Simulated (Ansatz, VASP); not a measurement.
## TaN: VASP beside Ansatz

File INCAR:

```
SYSTEM = TaN
PREC     = Accurate       ! precision mode
ENCUT    = 520            ! plane-wave cutoff, eV
EDIFF    = 1E-8           ! SCF threshold, eV
ISMEAR   = -1             ! smearing method
SIGMA    = 0.01           ! smearing width, eV
LREAL    = .FALSE.        ! projectors in reciprocal space
LASPH    = .TRUE.         ! aspherical terms in the spheres
NELM     = 100            ! most SCF steps
ALGO     = Normal         ! electronic algorithm
ISIF     = 2              ! what is computed and relaxed
LWAVE    = .FALSE.        ! write WAVECAR
LCHARG   = .FALSE.        ! write CHGCAR
GGA      = PS             ! functional
LEFG     = .TRUE.       
NBANDS   = 24             ! bands
```

The input KPOINTS:

```
Automatic mesh
0
G
  9 9 5
  0 0 0
```

The input POSCAR:

```
TaN
1.0
    3.0295306677      0.0000000000      0.0000000000
   -1.5147653339      2.6236505199      0.0000000000
    0.0000000000      0.0000000000      4.9068446386
Ta N
2 2
Direct
    0.3333333333      0.6666666667      0.0000000000
    0.6666666667      0.3333333333      0.5000000000
    0.3333333333      0.6666666667      0.3850000000
    0.6666666667      0.3333333333      0.8850000000
```

Input for Ansatz:

```yaml
crystal:
  lattice:
    - [3.0295306677, 0.0, 0.0]
    - [-1.5147653339, 2.6236505199, 0.0]
    - [0.0, 0.0, 4.9068446386]
  atoms:
    - { symbol: Ta, position: [0.3333333333, 0.6666666667, 0.0] }
    - { symbol: Ta, position: [0.6666666667, 0.3333333333, 0.5] }
    - { symbol: "N", position: [0.3333333333, 0.6666666667, 0.385] }
    - { symbol: "N", position: [0.6666666667, 0.3333333333, 0.885] }
kpoints:
  mp_grid: { grid: [9, 9, 5] }
scf:
  occupations: { method: fermi_dirac, width: 0.01 }
hamiltonian:
  xc: pbesol
  pseudopotentials: { kind: all_electron, datasets: crystal }
output:
  forces: true
  stress: true
  eigenvalues: true
  efg: { contact_densities: true }
```

Change from the starting cell: volume scaled by 0.98, crystal datasets.

Alike in both runs: task electric field gradients; functional PBEsol; k mesh 9 × 9 × 5; occupations fermi-dirac, width 0.01 eV; no spin polarisation.

|  | VASP | Ansatz |
| --- | --- | --- |
| version | VASP 6.6.1 | Ansatz 0.2.0 |
| potentials or method | VASP PAW PBE potentials, release 64 (Ta_pv, N), cutoff 520 eV | all-electron PAW with datasets made for the crystal, scalar-relativistic |

|  | VASP | Ansatz | Ansatz less VASP |
| --- | --- | --- | --- |
| pressure (GPa) | 144.6 | 138.2 | -6.43 |
| traceless stress, the component that is largest in VASP (GPa) | -18.29 | -17.55 | +0.742 |
| rms of the force components (eV/Å) | 1.363 | 1.332 | -0.0317 |
| size of Vzz on the site where it differs most (V/Å²) | 124.5 | 119.8 | -4.73 |

VASP's potentials were made for PBE, not for PBEsol. Atom by atom the forces differ by 0.032 eV/Å (rms over components). Both programs put the cell under a high pressure, so it lies far from rest at this level. Ansatz ran all-electron here, and VASP with PAW potentials.

Neither program's run includes spin-orbit coupling. Noted on VASP's run: the cell as given lies far from equilibrium.
